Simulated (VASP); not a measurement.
# Al3Cu (P4/mmm) in VASP: notebook, part 2 of 2

VASP 6.6.1. The steps go on from the part before.

## (4) Relaxation of cell and atoms, PBEsol, target pressure -3 GPa, at which the enthalpy is minimised

This run uses another cell than the first one, of 15.11 Å³/atom, 0.970 times its volume.

Contents of INCAR:

```
SYSTEM = Al3Cu
  PREC = Accurate
  ENCUT = 600
  EDIFF = 1E-6
  ISMEAR = 0
  SIGMA = 0.1
  LREAL = .FALSE.
  LASPH = .TRUE.
  NELM = 60
  ALGO = Fast
  ISIF = 3
  LWAVE = .FALSE.
  LCHARG = .FALSE.
  GGA = PS
  IBRION = 2
  NSW = 70
  EDIFFG = -0.008
  PSTRESS = -30.0
```

Contents of KPOINTS:

```
regular mesh
0
G
  16 16 6
  0 0 0
```

Contents of POSCAR:

```
Al3Cu
1.0
    2.8059317860      0.0000000000      0.0000000000
    0.0000000000      2.8059317860      0.0000000000
    0.0000000000      0.0000000000      7.6747524618
Al Cu
3 1
Direct
    0.0000000000      0.0000000000      0.5000000000
    0.5000000000      0.5000000000      0.2206884218
    0.5000000000      0.5000000000      0.7793115782
    0.0000000000      0.0000000000      0.0000000000
```

Potentials or basis: VASP PAW PBE potentials, release 64 (Al, Cu).

Run with:

```console
$ cat potpaw_PBE.64/Al/POTCAR potpaw_PBE.64/Cu/POTCAR > POTCAR
$ mpirun -np 1 vasp_std > vasp.out
```

OUTCAR:

```text
SYSTEM = Al3Cu
   PREC = Accurate
   ENCUT = 600
   EDIFF = 1E-6
   ISMEAR = 0
   LREAL = .FALSE.
   LASPH = .TRUE.
   NELM = 60
   ISIF = 3
   GGA = PS
   IBRION = 2
   NSW = 70
   EDIFFG = -0.008
   PSTRESS = -30.0

 ion  position               nearest neighbor table
   1  0.000  0.000  0.500-   2 2.92   3 2.92   2 2.92   3 2.92   2 2.92   3 2.92   2 2.92   3 2.92

   2  0.500  0.500  0.221-   4 2.61   4 2.61   4 2.61   4 2.61   1 2.92   1 2.92   1 2.92   1 2.92

   3  0.500  0.500  0.779-   4 2.61   4 2.61   4 2.61   4 2.61   1 2.92   1 2.92   1 2.92   1 2.92

   4  0.000  0.000  0.000-   2 2.61   3 2.61   2 2.61   3 2.61   2 2.61   3 2.61   2 2.61   3 2.61

  LATTYP: Found a simple tetragonal cell.
 ALAT       =     2.8059317860
 C/A-ratio  =     2.7351885388

  Lattice vectors:

 A1 = (   2.8059317860,   0.0000000000,   0.0000000000)
[... 517 lines left out ...]
 cond. band min:       8.0406654404   @ k =   0.3125   0.2500   0.5000
 fundamental gap:      0.0129593648
 Fermi energy:         8.0305875741

 k-point     1 :       0.0000    0.0000    0.0000
  band No.  band energies     occupation
      1      -2.9407      2.00000
      2      -0.5917      2.00000
      3      -0.3151      2.00000
      4       3.6206      2.00000
      5       3.6919      2.00000
      6       4.4533      2.00000
      7       4.4533      2.00000
      8       4.8264      2.00000
      9       6.2537      2.00000
     10       8.4132      0.00000
     11      14.4062      0.00000
     12      14.4998      0.00000
     13      14.4998      0.00000
     14      15.8881      0.00000
[... 377 lines left out ...]
      1       1.7806      2.00000
      2       1.8855      2.00000
      3       2.5927      2.00000
      4       3.7158      2.00000
      5       3.8113      2.00000
      6       3.8610      2.00000
      7       4.4945      2.00000
      8       4.7475      2.00000
      9       4.8656      2.00000
     10       5.8406      2.00000
     11       6.1811      2.00000
     12      10.9811      0.00000
     13      11.9780      0.00000
     14      12.0812      0.00000

 [... further k-points ...]
[... 5 lines left out ...]
  --------------------------------------------------------------------------------------
  -------------------------------------------------------------------------------------
  Total       -1.1433473     -1.1433473     -1.1558840      0.0000000      0.0000000     -0.0000000
  in kB      -30.1097143    -30.1097143    -30.4398636      0.0000000      0.0000000     -0.0000000
  external PRESSURE =      -0.2197641 kB  Pullay stress =     -30.0000000 kB
[... 23 lines left out ...]
  energy  without entropy=      -16.9313988717  energy(sigma->0) =      -16.93569000

  enthalpy is  TOTEN    =       -18.0791623203 eV   P V=       -1.1391811895

 reached required accuracy - stopping structural energy minimisation
```

CONTCAR:

```text
Al3Cu
   1.00000000000000
     2.8112801490261923   -0.0000000000000000   -0.0000000000000000
    -0.0000000000000000    2.8112801490261923   -0.0000000000000000
     0.0000000000000000   -0.0000000000000000    7.6979286401275315
  Al              Cu
     3     1
Direct
     0.0000000000000000    0.0000000000000000    0.5000000000000000
     0.5000000000000000    0.5000000000000000    0.2195416124695178
     0.5000000000000000    0.5000000000000000    0.7804583875304822
     0.0000000000000000    0.0000000000000000    0.0000000000000000

  0.00000000E+00  0.00000000E+00  0.00000000E+00
  0.00000000E+00  0.00000000E+00  0.00000000E+00
  0.00000000E+00  0.00000000E+00  0.00000000E+00
  0.00000000E+00  0.00000000E+00  0.00000000E+00
```

Run time: 4.9 min. Hardware: 1 thread of Intel Xeon 6975P-C (Granite Rapids), shared host; peak memory 0.34 GiB.

Results:

```
Free energy                                            : -16.9400 eV
Relaxed volume                                         : 15.21 Å³/atom
Relaxed cell                                           : a = 2.811 Å, b = 2.811 Å, c = 7.698 Å, α = 90.00°, β = 90.00°, γ = 90.00°
Space group after relaxing (to 0.05 Å)                 : P4/mmm (No. 123)
Energy change on relaxing (the enthalpy is what falls) : +1.7 meV/atom
Ionic steps                                            : 9
Pressure after relaxing                                : -3.0 GPa
Band gap on the k mesh                                 : zero (band 10 reaches 12.08 eV, above the bottom of band 11 at 6.11 eV)
```

Step by step:
| step | energy change (eV) | largest force (eV/Å) | pressure (GPa) | volume (Å³) |
| --- | --- | --- | --- | --- |
| 1 | 0.0000 | 0.0365 | -2.49 | 60.43 |
| 2 | 0.0073 | 0.0406 | -3.36 | 60.85 |
| 3 | 0.0055 | 0.0397 | -2.92 | 60.75 |
| 4 | 0.0060 | 0.0399 | -2.89 | 60.78 |
| 5 | 0.0067 | 0.0403 | -2.91 | 60.81 |
| 6 | 0.0070 | 0.0403 | -3.15 | 60.83 |
| 7 | 0.0068 | 0.0404 | -3.06 | 60.82 |
| 8 | 0.0068 | 0.0285 | -3.11 | 60.83 |
| 9 | 0.0069 | 0.0013 | -3.02 | 60.84 |

Final structure:
```xyz
4
Lattice="2.8113 0.0000 0.0000 0.0000 2.8113 0.0000 0.0000 0.0000 7.6979" Properties=species:S:1:pos:R:3 pbc="T T T"
Al    0.0000    0.0000    3.8490
Al    1.4056    1.4056    1.6900
Al    1.4056    1.4056    6.0079
Cu    0.0000    0.0000    0.0000
```

Caveat: the cell is relaxed towards a set pressure, so the enthalpy falls and the energy may rise; the PAW data sets were made with another functional, which shifts forces and pressure a little.

## (5) Summary

```csv
task,cell,cutoff (eV),gap on the mesh (eV),pressure (GPa)
single point,"a = 2.833, b = 2.833, c = 7.760 Å, 4 atoms",520,none,-4.9
relaxation of shape and atoms at fixed volume,"relaxed from a = 2.724, b = 2.724, c = 7.442 Å, 4 atoms",600,none,7.4
relaxation of cell and atoms,"relaxed to -3 GPa from a = 2.806, b = 2.806, c = 7.675 Å, 4 atoms",600,none,-3.0
```

Alike in all rows: level PBEsol; potentials or basis VASP PAW PBE potentials, release 64 (Al, Cu); no spin polarisation; k mesh 16 × 16 × 6; smearing gaussian 0.1 eV.

Caveats: the PAW data sets were made with another functional, which shifts forces and pressure a little; the cell is relaxed towards a set pressure, so the enthalpy falls and the energy may rise (some runs).

Absolute energies hang on the potentials; compare differences alone.
